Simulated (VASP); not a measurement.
# Ti2Al (P4/mmm) in VASP: a series of runs

Ti2Al is run at these levels: PBE; tasks: single point.

Everything below comes from runs of VASP 6.6.1. Logs are shortened: lines on timing, memory, paths and dates and some standing lists are left out, and cuts for length are marked.

### Step 1. The cell of the first run

It takes space group P4/mmm (No. 123, tetragonal). The conventional cell has a = 2.735 Å, b = 2.735 Å, c = 5.226 Å, α = 90.00°, β = 90.00°, γ = 90.00°. Within 3.2 Å of Ti (site symmetry 4mm) lie 4 Al at 2.39 Å and 6 Ti at 2.40 to 2.82 Å. Within 3.2 Å of Al (site symmetry 4/mmm) lie 8 Ti at 2.39 Å and 4 Al at 2.74 Å.

### Step 2. Single point, PBE

File INCAR:

```
SYSTEM = Ti2Al
PREC = Accurate
ENCUT = 520
EDIFF = 1E-6
ISMEAR = 0
SIGMA = 0.1
LREAL = .False.
LASPH = .True.
NELM = 80
ALGO = Normal
ISIF = 2
LWAVE = .False.
LCHARG = .False.
GGA = PE
NBANDS = 20
```

File KPOINTS:

```
regular mesh
0
Gamma
  6 6 4
  0 0 0
```

File POSCAR:

```
Ti2Al
1.0
    2.7351086300      0.0000000000      0.0000000000
    0.0000000000      2.7351086300      0.0000000000
    0.0000000000      0.0000000000      5.2256469500
Ti Al
2 1
Direct
    0.5000000000      0.5000000000      0.2700000100
    0.5000000000      0.5000000000      0.7299999900
    0.0000000000      0.0000000000      0.0000000000
```

Potentials or basis: VASP PAW PBE potentials, release 64 (Ti_sv, Al).

Started as:

```sh
cat potpaw_PBE.64/Ti_sv/POTCAR potpaw_PBE.64/Al/POTCAR > POTCAR
mpirun -np 1 vasp_std > vasp.out
```

OUTCAR:

```text
SYSTEM = Ti2Al
   PREC = Accurate
   ENCUT = 520
   EDIFF = 1E-6
   ISMEAR = 0
   LREAL = .False.
   LASPH = .True.
   NELM = 80
   ISIF = 2
   GGA = PE

 ion  position               nearest neighbor table
   1  0.500  0.500  0.270-   3 2.39   3 2.39   3 2.39   3 2.39   2 2.40   2 2.82
   2  0.500  0.500  0.730-   3 2.39   3 2.39   3 2.39   3 2.39   1 2.40   1 2.82
   3  0.000  0.000  0.000-   1 2.39   2 2.39   1 2.39   2 2.39   1 2.39   2 2.39   1 2.39   2 2.39

  LATTYP: Found a simple tetragonal cell.
 ALAT       =     2.7351086300
 C/A-ratio  =     1.9105811348

  Lattice vectors:

 A1 = (   2.7351086300,   0.0000000000,   0.0000000000)
 A2 = (   0.0000000000,   2.7351086300,   0.0000000000)
 A3 = (   0.0000000000,   0.0000000000,   5.2256469500)

Analysis of symmetry for initial positions (statically):
=====================================================================
 Subroutine PRICEL returns:
 Original cell was already a primitive cell.

 Routine SETGRP: Setting up the symmetry group for a
 simple tetragonal supercell.

 Subroutine GETGRP returns: Found 16 space group operations
 (whereof 16 operations were pure point group operations)
 out of a pool of 16 trial point group operations.

The static configuration has the point symmetry D_4h.

Analysis of symmetry for dynamics (positions and initial velocities):
=====================================================================
 Subroutine PRICEL returns:
 Original cell was already a primitive cell.

 Routine SETGRP: Setting up the symmetry group for a
 simple tetragonal supercell.

 Subroutine GETGRP returns: Found 16 space group operations
 (whereof 16 operations were pure point group operations)
 out of a pool of 16 trial point group operations.

The dynamic configuration has the point symmetry D_4h.

 Subroutine INISYM returns: Found 16 space group operations
 (whereof 16 operations are pure point group operations),
 and found     1 'primitive' translations

----------------------------------------------------------------------------------------

                                     Primitive cell

  volume of cell :      39.0921

  direct lattice vectors                    reciprocal lattice vectors
     2.735108630  0.000000000  0.000000000     0.365616191  0.000000000  0.000000000
     0.000000000  2.735108630  0.000000000     0.000000000  0.365616191  0.000000000
     0.000000000  0.000000000  5.225646950     0.000000000  0.000000000  0.191363865

  length of vectors
     2.735108630  2.735108630  5.225646950     0.365616191  0.365616191  0.191363865

  position of ions in fractional coordinates (direct lattice)
     0.500000000  0.500000000  0.270000010
     0.500000000  0.500000000  0.729999990
     0.000000000  0.000000000  0.000000000

  ion indices of the primitive-cell ions
   primitive index   ion index
                 1           1
                 2           2
                 3           3

----------------------------------------------------------------------------------------

 KPOINTS: regular mesh

Automatic generation of k-mesh.
 Grid dimensions read from file:
 generate k-points for:    6    6    4

 Generating k-lattice:

  Cartesian coordinates                     Fractional coordinates (reciprocal lattice)
     0.060936032  0.000000000  0.000000000     0.166666667  0.000000000  0.000000000
     0.000000000  0.060936032  0.000000000     0.000000000  0.166666667  0.000000000
     0.000000000  0.000000000  0.047840966     0.000000000  0.000000000  0.250000000

  Length of vectors
     0.060936032  0.060936032  0.047840966

  Shift w.r.t. Gamma in fractional coordinates (k-lattice)
     0.000000000  0.000000000  0.000000000

 Subroutine IBZKPT returns following result:
 ===========================================

 Found     30 irreducible k-points:

 Following reciprocal coordinates:
            Coordinates               Weight
  0.000000  0.000000  0.000000      1.000000
  0.166667  0.000000  0.000000      4.000000
  0.333333  0.000000  0.000000      4.000000
  0.500000  0.000000  0.000000      2.000000
  0.166667  0.166667  0.000000      4.000000
  0.333333  0.166667  0.000000      8.000000
[... 16 lines left out ...]
  0.333333  0.000000  0.500000      4.000000
  0.500000  0.000000  0.500000      2.000000
 [... further k-points ...]
   k-points           NKPTS =     30   k-points in BZ     NKDIM =     30   number of bands    NBANDS=     20
   number of dos      NEDOS =    301   number of ions     NIONS =      3
   total plane-waves  NPLWV =  16000
   dimension x,y,z NGX =    20 NGY =   20 NGZ =   40
   dimension x,y,z NGXF=    40 NGYF=   40 NGZF=   80
   ions per type =               2   1
   NGX,Y,Z   is equivalent  to a cutoff of  12.16, 12.16, 12.73 a.u.
   NGXF,Y,Z  is equivalent  to a cutoff of  24.31, 24.31, 25.45 a.u.
 SYSTEM =  Ti2Al
   PREC   = accura    normal or accurate (medium, high low for compatibility)
   ISTART =      0    job   : 0-new  1-cont  2-samecut
   ICHARG =      2    charge: 1-file 2-atom 10-const
   ISPIN  =      1    spin polarized calculation?
   LNONCOLLINEAR =      F non collinear calculations
   LSORBIT =      F    spin-orbit coupling
   LASPH  =      T    aspherical Exc in radial PAW
   ENCUT  =  520.0 eV  38.22 Ry    6.18 a.u.   5.09  5.09  9.72*2*pi/ulx,y,z
   NELM   =     80;   NELMIN=  2; NELMDL= -5     # of ELM steps
   EDIFF  = 0.1E-05   stopping-criterion for ELM
   LREAL  =      F    real-space projection
   EDIFFG = 0.1E-04   stopping-criterion for IOM
   NSW    =      0    number of steps for IOM
   IBRION =     -1    ionic relax: 0-MD 1-quasi-New 2-CG
   NFREE  =      0    steps in history (QN), initial steepest desc. (CG)
   ISIF   =      2    stress and relaxation
   ISYM   =      2    0-nonsym 1-usesym 2-fastsym
   POTIM  = 0.5000    time-step for ionic-motion
   TEBEG  =    0.0;   TEEND  =   0.0 temperature during run
   PSTRESS=    0.0 pullay stress
   NELECT =      27.0000    total number of electrons
   NUPDOWN=      -1.0000    fix difference up-down
   EMIN   =  10.00;   EMAX   =-10.00  energy-range for DOS
   EFERMI =   0.00;   METHOD = LEGACY
   ISMEAR =     0;   SIGMA  =   0.10  broadening in eV -4-tet -1-fermi 0-gaus
   EFERMI_NEDOS =   21; number of points for ismear=-14 and -15
   IALGO  =     38    algorithm
   IMIX   =      4    mixing-type and parameters
     AMIX     =   0.40;   BMIX     =  1.00
     AMIX_MAG =   1.60;   BMIX_MAG =  1.00
  volume/ion in A,a.u.               =      13.03        87.94
  Fermi-wavevector in a.u.,A,eV,Ry     =   1.447104  2.734630 28.492087  2.094109
  Thomas-Fermi vector in A             =   2.565097
   LORBIT       =      0    0 simple, 1 ext, 2 COOP (PROOUT), +10 PAW based schemes
   GGA     = PE    functional components
   LHFCALC =     F    Hartree Fock is set to
   AEXX    =    0.0000 exact exchange contribution
   IVDW    =     0    specifies the selected vdW correction
   LEPSILON=     F    determine dielectric tensor
   LRPA    =     F    only Hartree local field effects (RPA)
 non-spin polarized calculation
 Gauss-broadening in eV      SIGMA  =   0.10
  energy-cutoff  :      520.00
  volume of cell :       39.09
 maximum number of plane-waves:      1068
   NGX = 11   NGY = 11   NGZ = 19

 number of electron      27.0000019 magnetization

 Free energy of the ion-electron system (eV)
  ---------------------------------------------------
  ext. energy  EPLUGINS =         0.00000000
  ---------------------------------------------------
  free energy    TOTEN  =       -16.43034919 eV

  energy without entropy =      -16.41001058  energy(sigma->0) =      -16.42017988

 E-fermi :  10.8818     XC(G=0): -12.2041

 val. band max:       10.8409426009   @ k =   0.5000   0.0000   0.0000
 cond. band min:      10.8866754859   @ k =   0.3333   0.1667   0.0000
 fundamental gap:      0.0457328850
 Fermi energy:        10.8818016026

 k-point     1 :       0.0000    0.0000    0.0000
  band No.  band energies     occupation
      1     -45.3070      2.00000
      2     -45.1121      2.00000
      3     -22.2337      2.00000
      4     -21.2527      2.00000
      5     -21.2527      2.00000
      6     -21.1291      2.00000
[... 12 lines left out ...]
     19      14.5731      0.00000
     20      14.7222      0.00000

 k-point     2 :       0.1667    0.0000    0.0000
  band No.  band energies     occupation
      1     -45.2840      2.00000
      2     -45.0908      2.00000
      3     -22.2036      2.00000
      4     -21.4395      2.00000
      5     -21.2974      2.00000
      6     -21.2367      2.00000
[... 12 lines left out ...]
     19      14.1107      0.00000
     20      14.7129      0.00000

 k-point     3 :       0.3333    0.0000    0.0000
  band No.  band energies     occupation
      1     -45.2374      2.00000
      2     -45.0479      2.00000
      3     -22.1428      2.00000
      4     -21.8008      2.00000
      5     -21.6233      2.00000
      6     -21.2046      2.00000
[... 12 lines left out ...]
     19      13.7811      0.00000
     20      14.8271      0.00000

 k-point     4 :       0.5000    0.0000    0.0000
  band No.  band energies     occupation
      1     -45.2139      2.00000
      2     -45.0263      2.00000
      3     -22.1116      2.00000
      4     -21.9764      2.00000
      5     -21.7818      2.00000
      6     -21.1885      2.00000
[... 12 lines left out ...]
     19      14.5175      0.00000
     20      14.8877      0.00000

 k-point     5 :       0.1667    0.1667    0.0000
  band No.  band energies     occupation
      1     -45.2612      2.00000
      2     -45.0697      2.00000
      3     -22.1748      2.00000
      4     -21.4314      2.00000
      5     -21.4084      2.00000
      6     -21.2873      2.00000
[... 12 lines left out ...]
     19      14.1250      0.00000
     20      14.1976      0.00000
[... 353 lines left out ...]
      6     -21.2267      2.00000
[... 12 lines left out ...]
     19      14.5279      0.00000
     20      14.5439      0.00000

 k-point    22 :       0.1667    0.0000    0.5000
  band No.  band energies     occupation
      1     -45.2486      2.00000
      2     -45.1276      2.00000
      3     -21.9122      2.00000
      4     -21.4051      2.00000
      5     -21.3587      2.00000
      6     -21.3025      2.00000
[... 12 lines left out ...]
     19      13.9019      0.00000
     20      14.0568      0.00000

 k-point    23 :       0.3333    0.0000    0.5000
  band No.  band energies     occupation
      1     -45.2038      2.00000
      2     -45.0828      2.00000
      3     -21.8674      2.00000
      4     -21.7509      2.00000
      5     -21.6764      2.00000
      6     -21.2782      2.00000
[... 12 lines left out ...]
     19      13.2759      0.00000
     20      13.5317      0.00000

 k-point    24 :       0.5000    0.0000    0.5000
  band No.  band energies     occupation
      1     -45.1812      2.00000
      2     -45.0602      2.00000
      3     -21.9191      2.00000
      4     -21.8446      2.00000
      5     -21.8408      2.00000
      6     -21.2554      2.00000
[... 12 lines left out ...]
     19      13.5222      0.00000
     20      14.2034      0.00000

 [... further k-points ...]
[... 5 lines left out ...]
  --------------------------------------------------------------------------------------
  -------------------------------------------------------------------------------------
  Total       11.8556397     11.8556397     19.7141906      0.0000000      0.0000000      0.0000000
  in kB      485.8993860    485.8993860    807.9794368      0.0000000      0.0000000      0.0000000
  external PRESSURE =     593.2594029 kB  Pullay stress =       0.0000000 kB

 VOLUME and BASIS-vectors are now :
 -----------------------------------------------------------------------------
  energy-cutoff  :      520.00
  volume of cell :       39.09
      direct lattice vectors                 reciprocal lattice vectors
     2.735108630  0.000000000  0.000000000     0.365616191  0.000000000  0.000000000
     0.000000000  2.735108630  0.000000000     0.000000000  0.365616191  0.000000000
     0.000000000  0.000000000  5.225646950     0.000000000  0.000000000  0.191363865

 POSITION                                       TOTAL-FORCE (eV/Angst)
 -----------------------------------------------------------------------------------
      1.36755      1.36755      1.41092         0.000000      0.000000      3.566608
      1.36755      1.36755      3.81472         0.000000      0.000000     -3.566608
      0.00000      0.00000      0.00000         0.000000      0.000000      0.000000
 -----------------------------------------------------------------------------------
    total drift:                               -0.000000      0.000000     -0.000000

  FREE ENERGIE OF THE ION-ELECTRON SYSTEM (eV)
  ---------------------------------------------------
  free  energy   TOTEN  =       -16.4303491925 eV

  energy  without entropy=      -16.4100105770  energy(sigma->0) =      -16.42017988
```

Wall time 10 s (1 thread of Intel Xeon 6975P-C (Granite Rapids), shared host); peak memory 0.15 GiB.

What came out:

* Free energy: -16.4303 eV
* Pressure: 59.3 GPa
* Largest force: 3.567 eV/Å

Forces in eV/Å, atoms in the order of the input:
```
Ti   0.000  0.000  3.567
Ti   0.000  0.000 -3.567
Al   0.000  0.000  0.000
```

Levels at points of the mesh, in eV from the Fermi level:
```tsv
k point	band 10	band 11	band 12	band 13	band 14	band 15	band 16	band 17
(0.00, 0.00, 0.00)	-3.87	-2.71	-1.87	-0.80	-0.49	0.93	0.93	3.48
(0.50, 0.00, 0.00)	-4.90	-1.84	-0.89	-0.70	-0.04	1.29	1.46	1.94
(0.50, 0.50, 0.00)	-3.57	-3.57	-2.41	-1.39	1.76	1.76	1.93	1.93
(0.00, 0.00, 0.50)	-5.58	-1.39	-1.30	-1.12	-0.29	2.06	2.06	2.10
(0.50, 0.00, 0.50)	-4.23	-1.93	-1.63	-0.20	0.22	0.92	1.57	1.63
(0.50, 0.50, 0.50)	-3.34	-3.03	-3.03	-0.59	-0.59	0.56	1.60	4.86
```

Caveat: the k points lie up to 0.38 Å⁻¹ apart; forces of over 1 eV/Å act on the atoms, so gaps and moduli don't describe the material at rest.

### Step 3. Single point, PBE

This run uses another cell than the first one, of 17.45 Å³/atom, 1.339 times its volume.

File INCAR:

```
SYSTEM = Ti2Al
PREC = Accurate ; ENCUT = 520
EDIFF = 1E-6 ; ISMEAR = 0
SIGMA = 0.1 ; LREAL = .False.
LASPH = .True. ; NELM = 80
ALGO = Fast ; ISIF = 2
LWAVE = .False. ; LCHARG = .False.
GGA = PE ; NBANDS = 20
```

File KPOINTS:

```
Automatic mesh
0
Gamma
  6 6 4
  0 0 0
```

File POSCAR:

```
Ti2Al
1.0
    2.7862108767      0.0000000000      0.0000000000
    0.0000000000      2.7862108767      0.0000000000
    0.0000000000      0.0000000000      6.7441998247
Ti Al
2 1
Direct
    0.5000000000      0.5000000000      0.2888477614
    0.5000000000      0.5000000000      0.7111522386
    0.0000000000      0.0000000000      0.0000000000
```

Potentials or basis: VASP PAW PBE potentials, release 64 (Ti_sv, Al).

Started as:

```sh
cat potpaw_PBE.64/Ti_sv/POTCAR potpaw_PBE.64/Al/POTCAR > POTCAR
mpirun -np 1 vasp_std > vasp.out
```

Wall time 34 s (1 thread of Intel Xeon 6975P-C (Granite Rapids), shared host); peak memory 0.18 GiB.

It converged, with:

| Property | Result |
| --- | --- |
| Free energy | -19.4270 eV |
| Pressure | -0.1 GPa |
| Largest force | 0.034 eV/Å |

Forces on the atoms (eV/Å):
```
Ti   0.000  0.000  0.034
Ti   0.000  0.000 -0.034
Al   0.000  0.000  0.000
```

Stress tensor (GPa, compression positive):
```
-0.06  0.00  0.00
 0.00 -0.06  0.00
 0.00  0.00 -0.31
```

Levels at points of the mesh, in eV from the Fermi level:
```
           k point  band 11  band 12  band 13  band 14  band 15  band 16  band 17  band 18
(0.00, 0.00, 0.00)    -3.42    -0.99    -0.95    -0.63     1.01     1.76     1.76     2.59
(0.50, 0.00, 0.00)    -1.43    -1.24    -0.74    -0.50     0.92     1.75     1.92     2.18
(0.50, 0.50, 0.00)    -2.05    -1.95    -0.42     0.50     0.50     1.74     1.74     3.07
(0.00, 0.00, 0.50)    -1.82    -1.03    -0.88    -0.75     0.60     1.97     1.97     2.32
(0.50, 0.00, 0.50)    -1.91    -1.44    -0.73    -0.18     0.18     1.78     1.88     2.28
(0.50, 0.50, 0.50)    -1.75    -1.75    -0.56    -0.56     0.59     0.88     3.82     4.24
```

Caveat: the k points lie up to 0.38 Å⁻¹ apart.
